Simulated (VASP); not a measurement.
## CsDyPt: single point with PBE

CsDyPt:

```xyz
3
Lattice="4.8950 0.0000 0.0000 0.0000 4.8950 0.0000 0.0000 0.0000 5.3725" Properties=species:S:1:pos:R:3 pbc="T T T"
Cs    0.0000    0.0000    0.0000
Dy    2.4475    2.4475    2.6862
Pt    2.4475    2.4475    0.0000
```

The cell was generated, and may not be a known phase.

| Property | Result |
| --- | --- |
| Program | VASP 6.6.1 |
| Task | single point |
| Functional | PBE |
| Potentials or basis | VASP PAW PBE potentials, release 64 (Cs_sv, Dy_3, Pt), 4f in core |
| Cutoff | 500 eV |
| k mesh | 4 × 4 × 4 |
| Occupations | gaussian, width 0.1 eV |
| Spin | no spin polarisation |
| Dipole correction | no |
| Further INCAR settings | ALGO = Normal; EDIFF = 1e-06; NBANDS = 21 |

```
Pressure               : 0.1 GPa
Band gap on the k mesh : zero (bands 14 and 15 overlap by 0.82 eV)
```

Stress tensor (GPa, compression positive):
```
0.18 0.00 0.00
0.00 0.18 0.00
0.00 0.00 0.06
```

Levels at points of the mesh, in eV from the Fermi level:
```
           k point  band 10  band 11  band 12  band 13  band 14  band 15  band 16  band 17  band 18  band 19
(0.00, 0.00, 0.00)    -3.12    -3.09    -2.38    -2.17    -0.82     0.57     1.87     2.89     3.03     3.03
(0.50, 0.00, 0.00)    -3.08    -2.00    -1.68    -1.67    -0.47     0.19     1.40     2.18     2.20     2.36
(0.50, 0.50, 0.00)    -3.27    -2.35    -2.09    -1.78     0.07     1.27     1.27     2.18     2.30     2.48
(0.00, 0.00, 0.50)    -2.57    -2.43    -2.25    -2.12    -1.67     0.35     0.67     0.97     0.97     1.74
(0.50, 0.00, 0.50)    -2.42    -1.89    -1.64    -1.51    -1.20    -0.48     0.52     0.73     0.97     1.55
(0.50, 0.50, 0.50)    -2.42    -2.13    -2.01    -1.75    -0.05     0.45     0.45     0.62     1.50     1.50
```

Run time: 36 s on 1 thread of Intel(R) Xeon(R) Platinum 8488C (Sapphire Rapids) (shared host), peak memory 0.25 GiB.

Caveat: spin-orbit coupling is left out, which moves the levels of the heavy elements; the 4f electrons are frozen in the core, so they carry no moment and show no levels. Spin polarisation is off, so any magnetic state and its effect on volume and gap are missing.
